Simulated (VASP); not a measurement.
# W16S in VASP: notebook

Runs on W16S. Level: PBE. Tasks: single point.

Everything below comes from runs of VASP 6.6.1. Logs are shortened: lines on timing, memory, paths and dates and some standing lists are left out, and cuts for length are marked.

## 1. The cell of the first run

The cell holds a slab with vacuum, 17 atoms: a = 6.367 Å, b = 6.367 Å, c = 20.142 Å, α = 90.00°, β = 90.00°, γ = 90.00°.

## 2. Single point, PBE

Contents of INCAR:

```
PREC = Accurate
ENCUT = 520
EDIFF = 1E-6
ISMEAR = 0
SIGMA = 0.1
LREAL = Auto
LASPH = T
NELM = 60
ALGO = Normal
ISIF = 2
LWAVE = F
LCHARG = F
LDIPOL = T
IDIPOL = 3
DIPOL = 0.5 0.5 0.329
GGA = PE
NBANDS = 129
```

Contents of KPOINTS:

```
Automatic mesh
0
Gamma
  4 4 1
```

Contents of POSCAR:

```
W16S
1.0
    6.3671172886      0.0000000000      0.0000000000
    0.0000000000      6.3671172886      0.0000000000
    0.0000000000      0.0000000000     20.1423120279
W S
16 1
Direct
    0.2500000000      0.2500000000      0.1985869345
    0.2500000000      0.7500000000      0.1985869345
    0.7500000000      0.2500000000      0.1985869345
    0.7500000000      0.7500000000      0.1985869345
    0.0000000000      0.0000000000      0.2776135786
    0.0000000000      0.5000000000      0.2776135786
    0.5000000000      0.0000000000      0.2776135786
    0.5000000000      0.5000000000      0.2776135786
    0.2500000000      0.2500000000      0.3599329425
    0.2500000000      0.7500000000      0.3599329425
    0.7500000000      0.2500000000      0.3599329425
    0.7500000000      0.7500000000      0.3599329425
    0.0000000000      0.0000000000      0.4290625632
    0.0000000000      0.5000000000      0.4290625632
    0.5000000000      0.0000000000      0.4290625632
    0.5000000000      0.5000000000      0.4290625632
    0.0000000000      0.0625000000      0.5364622029
```

Potentials or basis: VASP PAW PBE potentials, release 64 (W_sv, S).

The run is started by

```bash
$ cat potpaw_PBE.64/W_sv/POTCAR potpaw_PBE.64/S/POTCAR > POTCAR
$ mpirun -np 1 vasp_std > vasp.out
```

OUTCAR:

```text
PREC = Accurate
   ENCUT = 520
   EDIFF = 1E-6
   ISMEAR = 0
   LREAL = Auto
   LASPH = T
   NELM = 60
   ISIF = 2
   GGA = PE

 ion  position               nearest neighbor table
   1  0.250  0.250  0.199-   5 2.76   6 2.76   7 2.76   8 2.76   2 3.18   3 3.18   2 3.18   3 3.18
                             9 3.25
   2  0.250  0.750  0.199-   5 2.76   6 2.76   7 2.76   8 2.76   1 3.18   4 3.18   1 3.18   4 3.18
                            10 3.25
   3  0.750  0.250  0.199-   5 2.76   6 2.76   7 2.76   8 2.76   1 3.18   4 3.18   4 3.18   1 3.18
                            11 3.25
   4  0.750  0.750  0.199-   5 2.76   6 2.76   7 2.76   8 2.76   2 3.18   3 3.18   3 3.18   2 3.18
                            12 3.25
   5  0.000  0.000  0.278-   1 2.76   2 2.76   3 2.76   4 2.76   9 2.80  10 2.80  11 2.80  12 2.80
                            13 3.05   7 3.18   6 3.18   6 3.18   7 3.18
   6  0.000  0.500  0.278-   1 2.76   2 2.76   3 2.76   4 2.76   9 2.80  10 2.80  11 2.80  12 2.80
                            14 3.05   8 3.18   5 3.18   5 3.18   8 3.18
   7  0.500  0.000  0.278-   1 2.76   2 2.76   3 2.76   4 2.76   9 2.80  10 2.80  11 2.80  12 2.80
                            15 3.05   8 3.18   5 3.18   8 3.18   5 3.18
   8  0.500  0.500  0.278-   1 2.76   2 2.76   3 2.76   4 2.76   9 2.80  10 2.80  11 2.80  12 2.80
                            16 3.05   7 3.18   6 3.18   7 3.18   6 3.18
   9  0.250  0.250  0.360-  13 2.65  14 2.65  15 2.65  16 2.65   5 2.80   6 2.80   7 2.80   8 2.80
                            10 3.18  11 3.18  10 3.18  11 3.18   1 3.25
  10  0.250  0.750  0.360-  13 2.65  14 2.65  15 2.65  16 2.65   5 2.80   6 2.80   7 2.80   8 2.80
                             9 3.18  12 3.18   9 3.18  12 3.18   2 3.25
  11  0.750  0.250  0.360-  13 2.65  14 2.65  15 2.65  16 2.65   5 2.80   6 2.80   7 2.80   8 2.80
                             9 3.18  12 3.18  12 3.18   9 3.18   3 3.25
  12  0.750  0.750  0.360-  13 2.65  14 2.65  15 2.65  16 2.65   5 2.80   6 2.80   7 2.80   8 2.80
                            10 3.18  11 3.18  11 3.18  10 3.18   4 3.25
  13  0.000  0.000  0.429-  17 2.20  10 2.65  11 2.65  12 2.65   9 2.65   5 3.05  15 3.18  14 3.18
                            14 3.18  15 3.18
  14  0.000  0.500  0.429-   9 2.65  10 2.65  11 2.65  12 2.65   6 3.05  13 3.18  16 3.18  13 3.18
                            16 3.18
  15  0.500  0.000  0.429-   9 2.65  10 2.65  11 2.65  12 2.65   7 3.05  13 3.18  16 3.18  16 3.18
                            13 3.18
  16  0.500  0.500  0.429-   9 2.65  10 2.65  11 2.65  12 2.65   8 3.05  14 3.18  15 3.18  15 3.18
                            14 3.18
  17  0.000  0.062  0.536-  13 2.20

  LATTYP: Found a simple tetragonal cell.
 ALAT       =     6.3671172886
 C/A-ratio  =     3.1634900246

  Lattice vectors:

 A1 = (   6.3671172886,   0.0000000000,   0.0000000000)
 A2 = (   0.0000000000,   6.3671172886,   0.0000000000)
 A3 = (   0.0000000000,   0.0000000000,  20.1423120279)

Analysis of symmetry for initial positions (statically):
=====================================================================
 Subroutine PRICEL returns:
 Original cell was already a primitive cell.

 Routine SETGRP: Setting up the symmetry group for a
 simple tetragonal supercell.

 Subroutine GETGRP returns: Found  2 space group operations
 (whereof  2 operations were pure point group operations)
 out of a pool of 16 trial point group operations.

The static configuration has the point symmetry C_1h.

Analysis of symmetry for dynamics (positions and initial velocities):
=====================================================================
 Subroutine PRICEL returns:
 Original cell was already a primitive cell.

 Routine SETGRP: Setting up the symmetry group for a
 simple tetragonal supercell.

 Subroutine GETGRP returns: Found  2 space group operations
 (whereof  2 operations were pure point group operations)
 out of a pool of 16 trial point group operations.

The dynamic configuration has the point symmetry C_1h.

 Subroutine INISYM returns: Found  2 space group operations
 (whereof  2 operations are pure point group operations),
 and found     1 'primitive' translations

----------------------------------------------------------------------------------------

                                     Primitive cell

  volume of cell :     816.5730

  direct lattice vectors                    reciprocal lattice vectors
     6.367117289  0.000000000  0.000000000     0.157056947  0.000000000  0.000000000
     0.000000000  6.367117289  0.000000000     0.000000000  0.157056947  0.000000000
     0.000000000  0.000000000 20.142312028     0.000000000  0.000000000  0.049646734

[... 59 lines left out ...]

  Shift w.r.t. Gamma in fractional coordinates (k-lattice)
     0.000000000  0.000000000  0.000000000

 Subroutine IBZKPT returns following result:
 ===========================================

 Found      9 irreducible k-points:

 Following reciprocal coordinates:
            Coordinates               Weight
  0.000000  0.000000  0.000000      1.000000
  0.250000  0.000000  0.000000      2.000000
  0.000000  0.250000  0.000000      2.000000
  0.500000  0.000000  0.000000      1.000000
  0.000000  0.500000  0.000000      1.000000
  0.250000  0.250000  0.000000      4.000000
  0.500000  0.250000  0.000000      2.000000
 -0.250000  0.500000  0.000000      2.000000
  0.500000  0.500000  0.000000      1.000000
   k-points           NKPTS =      9   k-points in BZ     NKDIM =      9   number of bands    NBANDS=    129
   number of dos      NEDOS =    301   number of ions     NIONS =     17
   total plane-waves  NPLWV = 345600
   dimension x,y,z NGX =    48 NGY =   48 NGZ =  150
   dimension x,y,z NGXF=    96 NGYF=   96 NGZF=  300
   ions per type =              16   1
   NGX,Y,Z   is equivalent  to a cutoff of  12.53, 12.53, 12.38 a.u.
   NGXF,Y,Z  is equivalent  to a cutoff of  25.07, 25.07, 24.76 a.u.
 SYSTEM =  unknown system
   PREC   = accura    normal or accurate (medium, high low for compatibility)
   ISTART =      0    job   : 0-new  1-cont  2-samecut
   ICHARG =      2    charge: 1-file 2-atom 10-const
   ISPIN  =      1    spin polarized calculation?
   LNONCOLLINEAR =      F non collinear calculations
   LSORBIT =      F    spin-orbit coupling
   LASPH  =      T    aspherical Exc in radial PAW
   ENCUT  =  520.0 eV  38.22 Ry    6.18 a.u.  11.84 11.84 37.45*2*pi/ulx,y,z
   NELM   =     60;   NELMIN=  2; NELMDL= -5     # of ELM steps
   EDIFF  = 0.1E-05   stopping-criterion for ELM
   LREAL  =      T    real-space projection
   EDIFFG = 0.1E-04   stopping-criterion for IOM
   NSW    =      0    number of steps for IOM
   IBRION =     -1    ionic relax: 0-MD 1-quasi-New 2-CG
   NFREE  =      0    steps in history (QN), initial steepest desc. (CG)
   ISIF   =      2    stress and relaxation
   ISYM   =      2    0-nonsym 1-usesym 2-fastsym
   POTIM  = 0.5000    time-step for ionic-motion
   TEBEG  =    0.0;   TEEND  =   0.0 temperature during run
   PSTRESS=    0.0 pullay stress
   NELECT =     230.0000    total number of electrons
   NUPDOWN=      -1.0000    fix difference up-down
   EMIN   =  10.00;   EMAX   =-10.00  energy-range for DOS
   EFERMI =   0.00;   METHOD = LEGACY
   ISMEAR =     0;   SIGMA  =   0.10  broadening in eV -4-tet -1-fermi 0-gaus
   EFERMI_NEDOS =   21; number of points for ismear=-14 and -15
   IALGO  =     38    algorithm
   IMIX   =      4    mixing-type and parameters
     AMIX     =   0.40;   BMIX     =  1.00
     AMIX_MAG =   1.60;   BMIX_MAG =  1.00
  volume/ion in A,a.u.               =      48.03       324.15
  Fermi-wavevector in a.u.,A,eV,Ry     =   1.073130  2.027922 15.668585  1.151609
  Thomas-Fermi vector in A             =   2.208921
   LORBIT       =      0    0 simple, 1 ext, 2 COOP (PROOUT), +10 PAW based schemes
   GGA     = PE    functional components
   LHFCALC =     F    Hartree Fock is set to
   AEXX    =    0.0000 exact exchange contribution
   IVDW    =     0    specifies the selected vdW correction
   LEPSILON=     F    determine dielectric tensor
   LRPA    =     F    only Hartree local field effects (RPA)
 non-spin polarized calculation
 Gauss-broadening in eV      SIGMA  =   0.10
  energy-cutoff  :      520.00
  volume of cell :      816.57
 maximum number of plane-waves:     22040
   NGX = 23   NGY = 23   NGZ = 75

 dipolmoment           0.000000      0.000000     -0.054159 electrons x Angstroem

 number of electron     229.9999967 magnetization

 dipolmoment           0.000000      0.000000      0.150894 electrons x Angstroem

 Free energy of the ion-electron system (eV)
  ---------------------------------------------------
  ext. energy  EPLUGINS =         0.00000000
  ---------------------------------------------------
  free energy    TOTEN  =      -192.08803351 eV

  energy without entropy =     -191.95300251  energy(sigma->0) =     -192.02051801

 E-fermi :   0.7427     XC(G=0):  -5.6511

 val. band max:        0.7351666514   @ k =   0.5000   0.5000   0.0000
 cond. band min:       0.7501170572   @ k =   0.2500   0.0000   0.0000
 fundamental gap:      0.0149504058
 Fermi energy:         0.7426947879

 k-point     1 :       0.0000    0.0000    0.0000
  band No.  band energies     occupation
      1     -73.1419      2.00000
      2     -73.0818      2.00000
      3     -73.0729      2.00000
      4     -73.0715      2.00000
      5     -73.0712      2.00000
      6     -73.0669      2.00000
[... 1159 lines left out ...]
    126       2.1768      0.00000
    127       2.2559      0.00000
 [bands above 127 left out]

------------------------ aborting loop because EDIFF is reached ----------------------------------------

 vacuum level on the upper side and lower side of the slab       (xc-potential included)         0.321        -0.335

  FORCE on cell =-STRESS in cart. coord.  units (eV):
  Direction    XX          YY          ZZ          XY          YZ          ZX
  --------------------------------------------------------------------------------------
  -------------------------------------------------------------------------------------
  Total      -21.6554829    -22.0278235     -9.4914811      0.0000000      0.6677553      0.0000000
  in kB      -42.4896776    -43.2202377    -18.6229959      0.0000000      1.3101859      0.0000000
  external PRESSURE =     -34.7776371 kB  Pullay stress =       0.0000000 kB

 VOLUME and BASIS-vectors are now :
 -----------------------------------------------------------------------------
  energy-cutoff  :      520.00
  volume of cell :      816.57
      direct lattice vectors                 reciprocal lattice vectors
     6.367117289  0.000000000  0.000000000     0.157056947  0.000000000  0.000000000
     0.000000000  6.367117289  0.000000000     0.000000000  0.157056947  0.000000000
     0.000000000  0.000000000 20.142312028     0.000000000  0.000000000  0.049646734

 POSITION                                       TOTAL-FORCE (eV/Angst)
 -----------------------------------------------------------------------------------
      1.59178      1.59178      4.00000         0.027888      0.023483      2.087564
      1.59178      4.77534      4.00000         0.034429     -0.030288      2.080449
      4.77534      1.59178      4.00000        -0.027888      0.023483      2.087564
      4.77534      4.77534      4.00000        -0.034429     -0.030288      2.080449
      0.00000      0.00000      5.59178         0.000000      0.003839     -2.301586
      0.00000      3.18356      5.59178         0.000000      0.026379     -2.009135
[... 9 lines left out ...]
      3.18356      3.18356      8.64231         0.000000     -0.031139     -0.191267
      0.00000      0.39794     10.80559         0.000000      0.238240      0.005683
 -----------------------------------------------------------------------------------
    total drift:                                0.000000      0.000133      0.004706

  FREE ENERGIE OF THE ION-ELECTRON SYSTEM (eV)
  ---------------------------------------------------
  free  energy   TOTEN  =      -192.0880335112 eV

  energy  without entropy=     -191.9530025148  energy(sigma->0) =     -192.02051801

 vacuum level on the upper side and lower side of the slab         5.566         4.892
```

It took 30 min on 1 thread of Intel Xeon 6975P-C (Granite Rapids), shared host; peak memory 1.1 GiB.

Results:

```yaml
Free_energy: -192.0880 eV
Largest_force: 2.501 eV/Å
Band_gap_on_the_k_mesh: zero (bands 115 and 116 overlap by 0.24 eV)
```

Forces in eV/Å, atoms in the order of the input:
```
W    0.028  0.023  2.088
W    0.034 -0.030  2.080
W   -0.028  0.023  2.088
W   -0.034 -0.030  2.080
W    0.000  0.004 -2.302
W    0.000  0.026 -2.009
W    0.000 -0.004 -2.033
W    0.000  0.033 -2.501
W    0.458  0.469 -0.518
W    0.642 -0.566 -0.363
W   -0.458  0.469 -0.518
W   -0.642 -0.566 -0.363
W    0.000 -0.118  2.373
W    0.000  0.082  0.170
W    0.000 -0.024 -0.087
W    0.000 -0.031 -0.191
S    0.000  0.238  0.006
```

Levels at points of the mesh, in eV from the Fermi level:
```tsv
k point	band 114	band 115	band 116	band 117	band 118	band 119
(0.00, 0.00, 0.00)	0.13	0.20	0.27	0.35	0.76	0.84
(0.50, 0.00, 0.00)	-0.12	-0.12	-0.03	-0.01	0.33	0.70
(0.00, 0.50, 0.00)	-0.12	-0.12	-0.03	-0.01	0.41	0.70
(0.50, 0.50, 0.00)	-0.13	-0.04	-0.04	-0.01	-0.01	0.11
```

Caveat: spin-orbit coupling is left out, which moves the levels of the heavy elements.

[end of part 1 of 2]
